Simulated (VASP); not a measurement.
# Ge7Au (Fm-3m) in VASP: a series of runs

The runs below take Ge7Au through single point, relaxation of cell and atoms, with PBE.

Program: VASP 6.6.1. These are calculated values, not measurements. Logs are shortened: lines on timing, memory, paths and dates and some standing lists are left out, and cuts for length are marked.

### 1 The cell of the first run

The structure is cubic, space group Fm-3m (No. 225). The conventional cell has a = 8.523 Å, b = 8.523 Å, c = 8.523 Å, α = 90.00°, β = 90.00°, γ = 90.00°. Within 4.0 Å of Ge (site symmetry m-3m) lie 12 Ge at 3.01 Å. Within 4.0 Å of Ge (site symmetry mmm) lie 10 Ge at 3.01 Å and 2 Au at 3.01 Å. Au (site symmetry m-3m) has 12 Ge at 3.01 Å within 4.0 Å.

### 2 Single point, PBE

Contents of INCAR:

```
ALGO = Normal ; EDIFF = 1E-6
ENCUT = 520 ; GGA = PE
ISIF = 2 ; ISMEAR = 0
LASPH = True ; LCHARG = False
LREAL = False ; LWAVE = False
NBANDS = 64 ; NELM = 100
PREC = Accurate ; SIGMA = 0.1
```

Contents of KPOINTS:

```
k-points
0
Gamma
  4 4 4
```

Contents of POSCAR:

```
Ge7Au
1.0
    0.0000000000      4.2615707521      4.2615707521
    4.2615707521      0.0000000000      4.2615707521
    4.2615707521      4.2615707521      0.0000000000
Ge Au
7 1
Direct
    0.5000000000      0.5000000000      0.5000000000
    0.5000000000      0.0000000000      1.0000000000
    0.5000000000      0.0000000000      0.5000000000
    0.0000000000      0.5000000000      0.5000000000
    0.0000000000      0.5000000000      1.0000000000
    0.5000000000      0.5000000000      1.0000000000
    0.0000000000      1.0000000000      0.5000000000
    1.0000000000      0.0000000000      0.0000000000
```

Potentials or basis: VASP PAW PBE potentials, release 64 (Ge_d, Au).

The run is started by

```bash
$ cat potpaw_PBE.64/Ge_d/POTCAR potpaw_PBE.64/Au/POTCAR > POTCAR
$ mpirun -np 1 vasp_std > vasp.out
```

OUTCAR:

```text
EDIFF = 1E-6
   ENCUT = 520
   GGA = PE
   ISIF = 2
   ISMEAR = 0
   LASPH = True
   LREAL = False
   NELM = 100
   PREC = Accurate

 ion  position               nearest neighbor table
   1  0.500  0.500  0.500-
   2  0.500  0.000  0.000-   8 3.01   8 3.01
   3  0.500  0.000  0.500-   8 3.01   8 3.01
   4  0.000  0.500  0.500-   8 3.01   8 3.01
   5  0.000  0.500  0.000-   8 3.01   8 3.01
   6  0.500  0.500  0.000-   8 3.01   8 3.01
   7  0.000  0.000  0.500-   8 3.01   8 3.01
   8  0.000  0.000  0.000-   2 3.01   5 3.01   7 3.01   3 3.01   4 3.01   7 3.01   4 3.01   5 3.01
                             6 3.01   2 3.01   3 3.01   6 3.01

  LATTYP: Found a face centered cubic cell.
 ALAT       =     8.5231415042

  Lattice vectors:

 A1 = (   0.0000000000,   4.2615707521,   4.2615707521)
 A2 = (   4.2615707521,   0.0000000000,   4.2615707521)
 A3 = (   4.2615707521,   4.2615707521,   0.0000000000)

Analysis of symmetry for initial positions (statically):
=====================================================================
 Subroutine PRICEL returns:
 Original cell was already a primitive cell.

 Routine SETGRP: Setting up the symmetry group for a
 face centered cubic supercell.

 Subroutine GETGRP returns: Found 48 space group operations
 (whereof 48 operations were pure point group operations)
 out of a pool of 48 trial point group operations.

The static configuration has the point symmetry O_h .

Analysis of symmetry for dynamics (positions and initial velocities):
=====================================================================
 Subroutine PRICEL returns:
 Original cell was already a primitive cell.

 Routine SETGRP: Setting up the symmetry group for a
 face centered cubic supercell.

 Subroutine GETGRP returns: Found 48 space group operations
 (whereof 48 operations were pure point group operations)
 out of a pool of 48 trial point group operations.

The dynamic configuration has the point symmetry O_h .

 Subroutine INISYM returns: Found 48 space group operations
 (whereof 48 operations are pure point group operations),
 and found     1 'primitive' translations

----------------------------------------------------------------------------------------

                                     Primitive cell

  volume of cell :     154.7886

  direct lattice vectors                    reciprocal lattice vectors
     0.000000000  4.261570752  4.261570752    -0.117327631  0.117327631  0.117327631
     4.261570752  0.000000000  4.261570752     0.117327631 -0.117327631  0.117327631
     4.261570752  4.261570752  0.000000000     0.117327631  0.117327631 -0.117327631

  length of vectors
     6.026771155  6.026771155  6.026771155     0.203217418  0.203217418  0.203217418

  position of ions in fractional coordinates (direct lattice)
     0.500000000  0.500000000  0.500000000
     0.500000000  0.000000000  0.000000000
     0.500000000  0.000000000  0.500000000
     0.000000000  0.500000000  0.500000000
     0.000000000  0.500000000  0.000000000
     0.500000000  0.500000000  0.000000000
     0.000000000  0.000000000  0.500000000
     0.000000000  0.000000000  0.000000000

  ion indices of the primitive-cell ions
   primitive index   ion index
                 1           1
                 2           2
                 3           3
                 4           4
                 5           5
                 6           6
                 7           7
                 8           8

----------------------------------------------------------------------------------------

 KPOINTS: k-points

Automatic generation of k-mesh.
 Grid dimensions read from file:
 generate k-points for:    4    4    4

 Generating k-lattice:

  Cartesian coordinates                     Fractional coordinates (reciprocal lattice)
    -0.029331908  0.029331908  0.029331908     0.250000000  0.000000000  0.000000000
     0.029331908 -0.029331908  0.029331908     0.000000000  0.250000000  0.000000000
     0.029331908  0.029331908 -0.029331908     0.000000000  0.000000000  0.250000000

  Length of vectors
     0.050804354  0.050804354  0.050804354

  Shift w.r.t. Gamma in fractional coordinates (k-lattice)
     0.000000000  0.000000000  0.000000000

 Subroutine IBZKPT returns following result:
 ===========================================

 Found      8 irreducible k-points:

 Following reciprocal coordinates:
            Coordinates               Weight
  0.000000  0.000000  0.000000      1.000000
  0.250000  0.000000  0.000000      8.000000
  0.500000  0.000000  0.000000      4.000000
  0.250000  0.250000  0.000000      6.000000
  0.500000  0.250000  0.000000     24.000000
 -0.250000  0.250000  0.000000     12.000000
  0.500000  0.500000  0.000000      3.000000
 -0.250000  0.500000  0.250000      6.000000
   k-points           NKPTS =      8   k-points in BZ     NKDIM =      8   number of bands    NBANDS=     64
   number of dos      NEDOS =    301   number of ions     NIONS =      8
   total plane-waves  NPLWV = 110592
   dimension x,y,z NGX =    48 NGY =   48 NGZ =   48
   dimension x,y,z NGXF=    96 NGYF=   96 NGZF=   96
   ions per type =               7   1
   NGX,Y,Z   is equivalent  to a cutoff of  13.24, 13.24, 13.24 a.u.
   NGXF,Y,Z  is equivalent  to a cutoff of  26.48, 26.48, 26.48 a.u.
 SYSTEM =  unknown system
   PREC   = accura    normal or accurate (medium, high low for compatibility)
   ISTART =      0    job   : 0-new  1-cont  2-samecut
   ICHARG =      2    charge: 1-file 2-atom 10-const
   ISPIN  =      1    spin polarized calculation?
   LNONCOLLINEAR =      F non collinear calculations
   LSORBIT =      F    spin-orbit coupling
   LASPH  =      T    aspherical Exc in radial PAW
   ENCUT  =  520.0 eV  38.22 Ry    6.18 a.u.  11.21 11.21 11.21*2*pi/ulx,y,z
   NELM   =    100;   NELMIN=  2; NELMDL= -5     # of ELM steps
   EDIFF  = 0.1E-05   stopping-criterion for ELM
   LREAL  =      F    real-space projection
   EDIFFG = 0.1E-04   stopping-criterion for IOM
   NSW    =      0    number of steps for IOM
   IBRION =     -1    ionic relax: 0-MD 1-quasi-New 2-CG
   NFREE  =      0    steps in history (QN), initial steepest desc. (CG)
   ISIF   =      2    stress and relaxation
   ISYM   =      2    0-nonsym 1-usesym 2-fastsym
   POTIM  = 0.5000    time-step for ionic-motion
   TEBEG  =    0.0;   TEEND  =   0.0 temperature during run
   PSTRESS=    0.0 pullay stress
   NELECT =     109.0000    total number of electrons
   NUPDOWN=      -1.0000    fix difference up-down
   EMIN   =  10.00;   EMAX   =-10.00  energy-range for DOS
   EFERMI =   0.00;   METHOD = LEGACY
   ISMEAR =     0;   SIGMA  =   0.10  broadening in eV -4-tet -1-fermi 0-gaus
   EFERMI_NEDOS =   21; number of points for ismear=-14 and -15
   IALGO  =     38    algorithm
   IMIX   =      4    mixing-type and parameters
     AMIX     =   0.40;   BMIX     =  1.00
     AMIX_MAG =   1.60;   BMIX_MAG =  1.00
  volume/ion in A,a.u.               =      19.35       130.57
  Fermi-wavevector in a.u.,A,eV,Ry     =   1.456478  2.752345 28.862426  2.121328
  Thomas-Fermi vector in A             =   2.573392
   LORBIT       =      0    0 simple, 1 ext, 2 COOP (PROOUT), +10 PAW based schemes
   GGA     = PE    functional components
   LHFCALC =     F    Hartree Fock is set to
   AEXX    =    0.0000 exact exchange contribution
   IVDW    =     0    specifies the selected vdW correction
   LEPSILON=     F    determine dielectric tensor
   LRPA    =     F    only Hartree local field effects (RPA)
 non-spin polarized calculation
 Gauss-broadening in eV      SIGMA  =   0.10
  energy-cutoff  :      520.00
  volume of cell :      154.79
 maximum number of plane-waves:      4279
 NGX is ok and might be reduce to    48
   NGX = 23   NGY = 23   NGZ = 23

 number of electron     109.0000076 magnetization

 Free energy of the ion-electron system (eV)
  ---------------------------------------------------
  ext. energy  EPLUGINS =         0.00000000
  ---------------------------------------------------
  free energy    TOTEN  =       -32.74840832 eV

  energy without entropy =      -32.71272176  energy(sigma->0) =      -32.73056504

 E-fermi :   6.5901     XC(G=0): -11.2702

 val. band max:        6.4883012088   @ k =   0.5000   0.2500   0.0000
 cond. band min:       6.5953684807   @ k =   0.5000   0.2500   0.0000
 fundamental gap:      0.1070672720
 Fermi energy:         6.5901019656

 k-point     1 :       0.0000    0.0000    0.0000
  band No.  band energies     occupation
      1     -18.0646      2.00000
      2     -18.0646      2.00000
      3     -18.0646      2.00000
      4     -18.0499      2.00000
      5     -18.0303      2.00000
      6     -18.0295      2.00000
[... 56 lines left out ...]
     63      13.4444      0.00000
     64      13.4444      0.00000

 k-point     2 :       0.2500    0.0000    0.0000
  band No.  band energies     occupation
      1     -18.0576      2.00000
      2     -18.0540      2.00000
      3     -18.0540      2.00000
      4     -18.0404      2.00000
      5     -18.0334      2.00000
      6     -18.0292      2.00000
[... 56 lines left out ...]
     63      11.3621      0.00000
     64      12.0607      0.00000

 k-point     3 :       0.5000    0.0000    0.0000
  band No.  band energies     occupation
      1     -18.0468      2.00000
      2     -18.0425      2.00000
      3     -18.0374      2.00000
      4     -18.0374      2.00000
      5     -18.0362      2.00000
      6     -18.0362      2.00000
[... 324 lines left out ...]
     63      11.7266      0.00000
     64      11.7267      0.00000

 k-point     8 :      -0.2500    0.5000    0.2500
  band No.  band energies     occupation
      1     -18.0437      2.00000
      2     -18.0382      2.00000
      3     -18.0258      2.00000
      4     -18.0258      2.00000
      5     -18.0233      2.00000
      6     -18.0201      2.00000
[... 56 lines left out ...]
     63      10.0335      0.00000
     64      10.1504      0.00000

------------------------ aborting loop because EDIFF is reached ----------------------------------------

  FORCE on cell =-STRESS in cart. coord.  units (eV):
  Direction    XX          YY          ZZ          XY          YZ          ZX
  --------------------------------------------------------------------------------------
  -------------------------------------------------------------------------------------
  Total        0.0194259      0.0194259      0.0194259      0.0000000      0.0000000      0.0000000
  in kB        0.2010724      0.2010724      0.2010724      0.0000000      0.0000000      0.0000000
  external PRESSURE =       0.2010724 kB  Pullay stress =       0.0000000 kB

 VOLUME and BASIS-vectors are now :
 -----------------------------------------------------------------------------
  energy-cutoff  :      520.00
  volume of cell :      154.79
      direct lattice vectors                 reciprocal lattice vectors
     0.000000000  4.261570752  4.261570752    -0.117327631  0.117327631  0.117327631
     4.261570752  0.000000000  4.261570752     0.117327631 -0.117327631  0.117327631
     4.261570752  4.261570752  0.000000000     0.117327631  0.117327631 -0.117327631

 POSITION                                       TOTAL-FORCE (eV/Angst)
 -----------------------------------------------------------------------------------
      4.26157      4.26157      4.26157         0.000000      0.000000      0.000000
      0.00000      2.13079      2.13079        -0.000000      0.000000     -0.000000
      2.13079      4.26157      2.13079         0.000000     -0.000000      0.000000
      4.26157      2.13079      2.13079        -0.000000     -0.000000      0.000000
      2.13079      0.00000      2.13079        -0.000000      0.000000     -0.000000
      2.13079      2.13079      4.26157         0.000000     -0.000000      0.000000
      2.13079      2.13079      0.00000        -0.000000      0.000000     -0.000000
      0.00000      0.00000      0.00000         0.000000      0.000000     -0.000000
 -----------------------------------------------------------------------------------
    total drift:                                0.000000      0.000000      0.000000

  FREE ENERGIE OF THE ION-ELECTRON SYSTEM (eV)
  ---------------------------------------------------
  free  energy   TOTEN  =       -32.7484083174 eV

  energy  without entropy=      -32.7127217616  energy(sigma->0) =      -32.73056504
```

Run time: 58 s. Hardware: 1 thread of Intel Xeon 6975P-C (Granite Rapids), shared host; peak memory 0.34 GiB.

Results:

| Property | Result |
| --- | --- |
| Free energy | -32.7484 eV |
| Pressure | 0.0 GPa |
| Band gap on the k mesh | zero (an odd number of electrons rules out a gap without spin polarisation) |

Caveat: spin-orbit coupling is left out, which moves the levels of the heavy elements; an odd number of electrons without spin polarisation forces a metal; a magnetic or distorted state may lie lower.

(Continued in part 2 of 2.)

The gap in the log of VASP goes by the Fermi energy; the results here count the filled bands.